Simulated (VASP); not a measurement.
**Si: single point with PBE**

The system is Si.

```xyz
2
Lattice="0.0000 2.7652 2.8678 2.7652 0.0000 2.8678 2.7652 2.7652 0.0000" Properties=species:S:1:pos:R:3 pbc="T T T"
Si    2.7652    2.7652    2.8678
Si    4.1479    4.1479    4.3017
```

| Property | Result |
| --- | --- |
| Program | VASP 6.6.1 |
| Task | single point |
| Functional | PBE |
| Potentials or basis | VASP PAW PBE potentials, release 64 (Si) |
| Cutoff | 520 eV |
| k mesh | 10 × 10 × 10 |
| Occupations | gaussian, width 0.05 eV |
| Spin | no spin polarisation |

The pressure is -5.4 GPa. The band gap on the k mesh is 0.54 eV (least direct gap 2.14 eV).

Stress tensor (GPa, compression positive):
```
-4.17  0.00  0.00
 0.00 -4.17  0.00
 0.00  0.00 -7.79
```

Levels at points of the mesh, in eV from the valence-band top:
```csv
k point,band 2,band 3,band 4,band 5,band 6,band 7
"(0.00, 0.00, 0.00)",-0.26,0.00,0.00,2.25,2.40,2.40
"(0.50, 0.00, 0.00)",-6.65,-1.36,-1.04,1.10,3.20,3.40
"(0.50, 0.50, 0.00)",-7.75,-2.53,-2.53,0.97,0.97,9.27
"(0.50, 0.00, 0.50)",-7.56,-2.78,-2.78,0.70,0.70,9.13
```

It took 69 s on 1 thread of Intel Xeon 8259CL (shared host), peak memory 0.18 GiB.

Caveat: the cell stands under tension. A k mesh can miss the band edges.
